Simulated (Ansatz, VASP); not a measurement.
# Two plane-wave programs on Zr2VP2O

```xyz
6
Lattice="4.4157 0.0000 0.0000 0.0000 4.4157 0.0000 0.0000 0.0000 5.1923" Properties=species:S:1:pos:R:3 pbc="T T T"
Zr    0.0000    2.2079    0.0000
Zr    2.2079    0.0000    0.0000
V     0.0000    0.0000    2.5961
P     2.2079    2.2079    3.6775
P     2.2079    2.2079    1.5148
O     0.0000    0.0000    0.0000
```

Alike in both runs: functional PBE; k mesh 4 × 4 × 4; occupations gaussian, width 0.1 eV; collinear spin.

Ansatz relaxed the structure, and its values are those at the end. VASP's run is a single point on that final structure, the one shown.

```csv
,VASP,Ansatz
version,VASP 6.6.1,Ansatz 0.2.0
potentials or method,"VASP PAW PBE potentials, release 64 (Zr_sv, V_sv, P, O), cutoff 520 eV","scalar-relativistic, plane waves, PAW"
valence electrons in the cell,53,53
```

```csv
,VASP,Ansatz,Ansatz less VASP
gap on the k mesh at the Fermi level (eV),none,none,-
pressure (GPa),-3.1,-0.1,+2.97
rms of the force components (eV/Å),0.048,0.002,-0.0460
net moment per atom (μB),0.02,0.59,+0.572
size of the moment on the site where the two differ most (μB),0.00,2.70,+2.693
```

The net moments are unlike, so the other rows may belong to different states. Site moments also hang on the region over which each program counts them. A gap of «none» marks a metal or a gap that the smearing closes.
